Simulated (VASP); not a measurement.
Input of a VASP 6.6.1 run:

INCAR

```
ALGO = Normal
EDIFF = 1E-6
ENCUT = 520
GGA = PS
ISIF = 2
ISMEAR = 0
ISPIN = 2
LASPH = T
LCHARG = F
LMAXMIX = 4
LORBIT = 11
LREAL = F
LWAVE = F
MAGMOM = 3 3
NBANDS = 20
NELM = 150
PREC = Accurate
SIGMA = 0.1
```

The input KPOINTS:

```
k-points
0
Gamma
  6 6 6
```

Contents of POSCAR:

```
Co
1.0
    0.0000000000      3.0612650969      3.0612650969
    3.0612650969      0.0000000000      3.0612650969
    3.0612650969      3.0612650969      0.0000000000
Co
2
Direct
    0.0000000000      0.0000000000      0.0000000000
    0.2500000000      0.2500000000      0.2500000000
```

Potentials or basis: VASP PAW PBE potentials, release 64 (Co).

Launch:

```console
$ cat potpaw_PBE.64/Co/POTCAR > POTCAR
$ mpirun -np 1 vasp_std > vasp.out
```

**Question.** Estimate the site moments.

**Answer.** Co +2.03 μB.

**Question.** Predict the pressure.

**Answer.** -16.4 GPa.

**Question.** What does it give for the net moment?

**Answer.** 3.91 μB per cell.

Caveat: the PAW data sets were made with another functional, which shifts forces and pressure a little.
